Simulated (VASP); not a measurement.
# Zn3CdTe4 (P1) in VASP: relaxation of cell and atoms with PBE

Aim: the relaxation of cell and atoms of Zn3CdTe4 with PBE.

Everything below comes from runs of VASP 6.6.1. Logs are shortened: lines on timing, memory, paths and dates and some standing lists are left out, and cuts for length are marked.

## Step 1: The cell of the first run

The typed cell holds 8 atoms: a = 4.457 Å, b = 4.392 Å, c = 12.319 Å, α = 89.68°, β = 90.63°, γ = 91.13°.

## Step 2: Relaxation of cell and atoms, PBE

The input, INCAR:

```
SYSTEM = Zn3CdTe4
PREC = Accurate ; ENCUT = 600
EDIFF = 1E-6 ; ISMEAR = 0
SIGMA = 0.1 ; LREAL = .False.
LASPH = .True. ; NELM = 80
ALGO = Normal ; ISIF = 3
LWAVE = .False. ; LCHARG = .False.
GGA = PE ; IBRION = 2
NSW = 80 ; EDIFFG = -0.025
```

The input, KPOINTS:

```
regular mesh
0
Gamma
  4 4 1
  0 0 0
```

The input, POSCAR:

```
Zn3CdTe4
1.0
    4.4569227682     -0.0436690808     -0.0242035110
   -0.0436690808      4.3920178844      0.0119362712
   -0.0687523985      0.0339061253     12.3191708676
Zn Cd Te
3 1 4
Direct
   -0.0164668296     -0.0068620142      0.7559508034
    0.4771046822      0.5053616424      0.0043203194
    0.0237763665      0.0144752419      0.2448359510
    0.5022633028      0.4887378071      0.4965574899
    0.4972224542     -0.0128502625      0.8769865319
    0.0073547614      0.4929278928      0.1264168726
    0.4981849977      0.0030660829      0.3574585204
    0.0105602648      0.5151436096      0.6374735115
```

Potentials or basis: VASP PAW PBE potentials, release 64 (Zn, Cd, Te).

Launch:

```
$ cat potpaw_PBE.64/Zn/POTCAR potpaw_PBE.64/Cd/POTCAR potpaw_PBE.64/Te/POTCAR > POTCAR
$ mpirun -np 1 vasp_std > vasp.out
```

OUTCAR:

```text
SYSTEM = Zn3CdTe4
   PREC = Accurate
   ENCUT = 600
   EDIFF = 1E-6
   ISMEAR = 0
   LREAL = .False.
   LASPH = .True.
   NELM = 80
   ISIF = 3
   GGA = PE
   IBRION = 2
   NSW = 80
   EDIFFG = -0.025

 ion  position               nearest neighbor table
   1  0.984  0.993  0.756-   8 2.57   5 2.64   8 2.71   5 2.72
   2  0.477  0.505  0.004-   6 2.59   5 2.63   5 2.77   6 2.79
   3  0.024  0.014  0.245-   7 2.52   6 2.55   6 2.72   7 2.74
   4  0.502  0.489  0.497-   7 2.74   8 2.82   7 2.83   8 2.84
   5  0.497  0.987  0.877-   2 2.63   1 2.64   1 2.72   2 2.77
   6  0.007  0.493  0.126-   3 2.55   2 2.59   3 2.72   2 2.79
   7  0.498  0.003  0.357-   3 2.52   3 2.74   4 2.74   4 2.83
   8  0.011  0.515  0.637-   1 2.57   1 2.71   4 2.82   4 2.84

  LATTYP: Found a triclinic cell.
 ALAT       =     4.4572024141
 B/A-ratio  =     2.9288756028
 C/A-ratio  =     0.9854278058
 COS(alpha) =     0.0015303774
 COS(beta)  =     0.0197533324
 COS(gamma) =     0.3310120104

  Lattice vectors:

 A1 = (   4.4569227682,  -0.0436690808,  -0.0242035110)
 A2 = (   4.3881703697,  -0.0097629555,  12.2949673566)
 A3 = (   0.0436690808,  -4.3920178844,  -0.0119362712)

Analysis of symmetry for initial positions (statically):
=====================================================================
 Subroutine PRICEL returns:
 Original cell was already a primitive cell.

 Routine SETGRP: Setting up the symmetry group for a
 triclinic supercell.

 Subroutine GETGRP returns: Found  1 space group operations
 (whereof  1 operations were pure point group operations)
 out of a pool of  2 trial point group operations.

The static configuration has the point symmetry C_1 .

Analysis of symmetry for dynamics (positions and initial velocities):
=====================================================================
 Subroutine PRICEL returns:
 Original cell was already a primitive cell.

 Routine SETGRP: Setting up the symmetry group for a
 triclinic supercell.

 Subroutine GETGRP returns: Found  1 space group operations
 (whereof  1 operations were pure point group operations)
 out of a pool of  2 trial point group operations.

The dynamic configuration has the point symmetry C_1 .

 Subroutine INISYM returns: Found  1 space group operations
 (whereof  1 operations are pure point group operations),
 and found     1 'primitive' translations

[... 91 lines left out ...]
   EDIFF  = 0.1E-05   stopping-criterion for ELM
   LREAL  =      F    real-space projection
   EDIFFG = -.3E-01   stopping-criterion for IOM
   NSW    =     80    number of steps for IOM
   IBRION =      2    ionic relax: 0-MD 1-quasi-New 2-CG
   NFREE  =      1    steps in history (QN), initial steepest desc. (CG)
   ISIF   =      3    stress and relaxation
   ISYM   =      2    0-nonsym 1-usesym 2-fastsym
   POTIM  = 0.5000    time-step for ionic-motion
   TEBEG  =    0.0;   TEEND  =   0.0 temperature during run
   PSTRESS=    0.0 pullay stress
   NELECT =      72.0000    total number of electrons
   NUPDOWN=      -1.0000    fix difference up-down
   EMIN   =  10.00;   EMAX   =-10.00  energy-range for DOS
   EFERMI =   0.00;   METHOD = LEGACY
   ISMEAR =     0;   SIGMA  =   0.10  broadening in eV -4-tet -1-fermi 0-gaus
   EFERMI_NEDOS =   21; number of points for ismear=-14 and -15
   IALGO  =     38    algorithm
   IMIX   =      4    mixing-type and parameters
     AMIX     =   0.40;   BMIX     =  1.00
     AMIX_MAG =   1.60;   BMIX_MAG =  1.00
  volume/ion in A,a.u.               =      30.14       203.39
  Fermi-wavevector in a.u.,A,eV,Ry     =   1.094238  2.067809 16.291016  1.197356
  Thomas-Fermi vector in A             =   2.230538
   LORBIT       =      0    0 simple, 1 ext, 2 COOP (PROOUT), +10 PAW based schemes
   GGA     = PE    functional components
   LHFCALC =     F    Hartree Fock is set to
   AEXX    =    0.0000 exact exchange contribution
   IVDW    =     0    specifies the selected vdW correction
   LEPSILON=     F    determine dielectric tensor
   LRPA    =     F    only Hartree local field effects (RPA)
 conjugate gradient relaxation of ions
 non-spin polarized calculation
 Gauss-broadening in eV      SIGMA  =   0.10
  energy-cutoff  :      600.00
  volume of cell :      241.11
 maximum number of plane-waves:      8072
   NGX = 17   NGY = 17   NGZ = 49

--------------------------------------- Ionic step        1  -------------------------------------------

 number of electron      72.0000017 magnetization

 Free energy of the ion-electron system (eV)
  ---------------------------------------------------
  ext. energy  EPLUGINS =         0.00000000
  ---------------------------------------------------
  free energy    TOTEN  =       -19.95221645 eV

  energy without entropy =      -19.95221645  energy(sigma->0) =      -19.95221645

------------------------ aborting loop because EDIFF is reached ----------------------------------------

  FORCE on cell =-STRESS in cart. coord.  units (eV):
  Direction    XX          YY          ZZ          XY          YZ          ZX
  --------------------------------------------------------------------------------------
  -------------------------------------------------------------------------------------
  Total        2.0474259      3.3955245      3.1144136      0.2769445     -0.2138635      0.4191403
  in kB       13.6049419     22.5629225     20.6949685      1.8402689     -1.4211017      2.7851456
  external PRESSURE =      18.9542777 kB  Pullay stress =       0.0000000 kB
[... 107 lines left out ...]
  FREE ENERGIE OF THE ION-ELECTRON SYSTEM (eV)
  ---------------------------------------------------
  free  energy   TOTEN  =       -20.1229498406 eV

  energy  without entropy=      -20.1229498323  energy(sigma->0) =      -20.12294984

[... ionic steps 4 to 14 ...]

--------------------------------------- Ionic step       15  -------------------------------------------

 number of electron      71.9999993 magnetization

------------------------ aborting loop because EDIFF is reached ----------------------------------------
[... 79 lines left out ...]
--------------------------------------- Ionic step       17  -------------------------------------------

 number of electron      72.0000002 magnetization

 Free energy of the ion-electron system (eV)
  ---------------------------------------------------
  ext. energy  EPLUGINS =         0.00000000
  ---------------------------------------------------
  free energy    TOTEN  =       -20.18972893 eV

  energy without entropy =      -20.18972893  energy(sigma->0) =      -20.18972893

 E-fermi :   2.9924     XC(G=0):  -8.6415

 val. band max:        2.5540479274   @ k =   0.0000   0.0000   0.0000
 cond. band min:       3.4188788686   @ k =   0.0000   0.0000   0.0000
 fundamental gap:      0.8648309412
 Fermi energy:         2.9924047125

 k-point     1 :       0.0000    0.0000    0.0000
  band No.  band energies     occupation
      1      -8.8255      2.00000
      2      -8.4475      2.00000
      3      -8.2679      2.00000
      4      -7.8631      2.00000
      5      -5.6108      2.00000
      6      -5.6092      2.00000
[... 484 lines left out ...]
  FREE ENERGIE OF THE ION-ELECTRON SYSTEM (eV)
  ---------------------------------------------------
  free  energy   TOTEN  =       -20.1897289265 eV

  energy  without entropy=      -20.1897289264  energy(sigma->0) =      -20.18972893

 reached required accuracy - stopping structural energy minimisation
```

OSZICAR:

```text
N       E                     dE             d eps       ncg     rms          rms(c)
DAV:   1     0.552471369401E+03    0.55247E+03   -0.33876E+04   860   0.187E+03
DAV:   2     0.394022344432E+02   -0.51307E+03   -0.50065E+03   868   0.416E+02
DAV:   3    -0.185595451270E+02   -0.57962E+02   -0.56554E+02   984   0.136E+02
[... 149 lines left out ...]
DAV:   2    -0.201898211853E+02    0.26361E-03   -0.27120E-03  1032   0.548E-01    0.679E-02
DAV:   3    -0.201897569522E+02    0.64233E-04   -0.14089E-04   967   0.955E-02    0.415E-02
DAV:   4    -0.201897307233E+02    0.26229E-04   -0.33587E-05   951   0.508E-02    0.128E-02
DAV:   5    -0.201897288024E+02    0.19209E-05   -0.68797E-06   914   0.408E-02    0.613E-03
DAV:   6    -0.201897289265E+02   -0.12411E-06   -0.19095E-06   630   0.162E-02
  17 F= -.20189729E+02 E0= -.20189729E+02  d E =-.356893E-03
```

CONTCAR:

```text
Zn3CdTe4
   1.00000000000000
     4.4642761400137561   -0.0036087893042812   -0.0023160669142867
    -0.0033217437255173    4.4618240256740123    0.0004647075163767
    -0.0072697293418218    0.0018293524431337   12.5317186436407226
  Zn              Cd              Te
     3     1     4
Direct
     0.9962269426778729    0.0008025834004809    0.7601293441636701
     0.4973352052167888    0.4997816040815570    0.9996997519570517
     0.0040079202369493    0.0011884884122876    0.2399392555849212
     0.5015320852863664    0.4980135111647299    0.5003555233053705
     0.4971587791110041    0.9997937441189336    0.8798931863284611
     0.9986724641395733    0.5011000403333092    0.1196144047895810
     0.5039515916086835    0.9986745205039569    0.3595356858283029
     0.0011150117227686    0.5006455079847378    0.6408328481426360

  0.00000000E+00  0.00000000E+00  0.00000000E+00
  0.00000000E+00  0.00000000E+00  0.00000000E+00
  0.00000000E+00  0.00000000E+00  0.00000000E+00
  0.00000000E+00  0.00000000E+00  0.00000000E+00
  0.00000000E+00  0.00000000E+00  0.00000000E+00
  0.00000000E+00  0.00000000E+00  0.00000000E+00
  0.00000000E+00  0.00000000E+00  0.00000000E+00
  0.00000000E+00  0.00000000E+00  0.00000000E+00
```

Wall time 9.8 min (1 thread of Intel Xeon 6975P-C (Granite Rapids), shared host); peak memory 0.44 GiB.

What came out:

- Free energy: -20.1897 eV
- Relaxed volume: 31.20 Å³/atom
- Relaxed cell: a = 4.464 Å, b = 4.462 Å, c = 12.532 Å, α = 89.99°, β = 90.06°, γ = 90.09°
- Space group after relaxing (to 0.05 Å): C2 (No. 5)
- Energy gained by relaxing: 29.7 meV/atom
- Ionic steps: 17
- Pressure after relaxing: 0.0 GPa
- Largest force after relaxing: 0.020 eV/Å
- Band gap on the k mesh: 0.86 eV, direct

Forces on the atoms (eV/Å):
```
Zn   0.013 -0.002 -0.015
Zn   0.012 -0.001  0.009
Zn  -0.007 -0.002  0.011
Cd  -0.006  0.006 -0.011
Te   0.006  0.005  0.002
Te   0.004 -0.007  0.014
Te  -0.018  0.003  0.006
Te  -0.003 -0.003 -0.016
```

The path:
| step | energy change (eV) | largest force (eV/Å) | pressure (GPa) | volume (Å³) |
| --- | --- | --- | --- | --- |
| 1 | 0.0000 | 0.8603 | 1.90 | 241.11 |
| 2 | -0.1695 | 0.3518 | -0.57 | 253.76 |
| 3 | -0.1707 | 0.3133 | -0.77 | 255.04 |
| 4 | -0.2112 | 0.1953 | -0.30 | 251.48 |
| 5 | -0.2220 | 0.1638 | 0.18 | 248.47 |
| 6 | -0.2271 | 0.1114 | 0.05 | 249.33 |
| 7 | -0.2291 | 0.1034 | -0.11 | 250.31 |
| 8 | -0.2329 | 0.0611 | -0.03 | 249.71 |
| 9 | -0.2343 | 0.0502 | 0.06 | 249.18 |
| 10 | -0.2343 | 0.0524 | 0.07 | 249.10 |
| 11 | -0.2357 | 0.0513 | -0.03 | 249.67 |
| 12 | -0.2358 | 0.0568 | -0.09 | 249.96 |
| 13 | -0.2365 | 0.0454 | 0.03 | 249.19 |
| 14 | -0.2365 | 0.0437 | 0.08 | 249.02 |
| 15 | -0.2371 | 0.0304 | 0.01 | 249.31 |
| 16 | -0.2372 | 0.0341 | 0.01 | 249.44 |
| 17 | -0.2375 | 0.0199 | -0.03 | 249.62 |

Final structure:
```
Zn Cd Te
1.0
     4.46428   -0.00361   -0.00232
    -0.00332    4.46182    0.00046
    -0.00727    0.00183   12.53172
Zn Cd Te
3 1 4
Direct
  0.99623 0.00080 0.76013
  0.49734 0.49978 0.99970
  0.00401 0.00119 0.23994
  0.50153 0.49801 0.50036
  0.49716 0.99979 0.87989
  0.99867 0.50110 0.11961
  0.50395 0.99867 0.35954
  0.00112 0.50065 0.64083
```

Caveat: the k points lie up to 0.50 Å⁻¹ apart in the final cell; spin-orbit coupling is left out, which moves the levels of the heavy elements. A hybrid or GW would open this gap; PBE tends to underestimate it.
